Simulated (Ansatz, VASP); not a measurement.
# BaS in VASP and in Ansatz

POSCAR

```
BaS
1.0
    0.0000000000      3.4492500000      3.3215000000
    3.4492500000      0.0000000000      3.3215000000
    3.4492500000      3.4492500000      0.0000000000
Ba S
1 1
Direct
    0.0000000000      0.0000000000      0.0000000000
    0.5000000000      0.5000000000      0.5000000000
```

The input INCAR.step1:

```
PREC = Accurate ; ENCUT = 520
ISMEAR = 0 ; SIGMA = 0.05
LREAL = F ; LASPH = T
NELM = 100 ; NBANDS = 15
GGA = PE ; ALGO = Normal
EDIFF = 1E-4 ; LWAVE = T
LCHARG = F
```

Contents of INCAR.step2:

```
PREC = Accurate ; ENCUT = 520
EDIFF = 1E-6 ; ISMEAR = 0
SIGMA = 0.05 ; LREAL = F
LASPH = T ; NELM = 100
ALGO = Normal ; ISIF = 2
LWAVE = F ; LCHARG = F
METAGGA = R2SCAN ; LMIXTAU = T
NBANDS = 15 ; ISTART = 1
```

KPOINTS

```
regular mesh
0
Gamma
  6 6 6
```

Input for Ansatz:

```yaml
crystal:
  lattice:
    - [0.0, 3.44925, 3.3215]
    - [3.44925, 0.0, 3.3215]
    - [3.44925, 3.44925, 0.0]
  atoms:
    - { symbol: Ba, position: [0.0, 0.0, 0.0] }
    - { symbol: S, position: [0.5, 0.5, 0.5] }
basis:
  ecutwfc: 500
kpoints:
  mp_grid: { grid: [6, 6, 6] }
hamiltonian:
  xc: r2scan
scf:
  occupations: { method: gaussian, width: 0.05 }
output:
  forces: true
  stress: true
  eigenvalues: true
```

Change from the starting cell: strain +0.080 along x and y, +0.040 along z, atoms carried along.

Alike in both runs: task single point; functional r2SCAN; k mesh 6 × 6 × 6; occupations gaussian, width 0.05 eV; no spin polarisation.

```csv
,VASP,Ansatz
version,VASP 6.6.1,Ansatz 0.2.0
potentials or method,"VASP PAW PBE potentials, release 64 (Ba_sv, S), cutoff 520 eV","scalar-relativistic, plane waves, PAW"
valence electrons in the cell,16,16
```

Ansatz gave:

| Quantity | Value |
| --- | --- |
| gap on the k mesh at the Fermi level (eV) | 2.68 |
| least direct gap on the mesh (eV) | 2.89 |
| pressure (GPa) | -5.2 |
| traceless stress, the component that is largest in VASP (GPa) | 0.72 |

Question: Estimate VASP's values.

Answer: gap on the k mesh at the Fermi level (eV): 2.62; least direct gap on the mesh (eV): 2.85; pressure (GPa): -4.9; traceless stress, the component that is largest in VASP (GPa): 0.83.

VASP's potentials were made for PBE, not for r2SCAN. The functional is the same, so the differences come from potentials, cutoffs and numerics.

Spin-orbit coupling is off throughout.
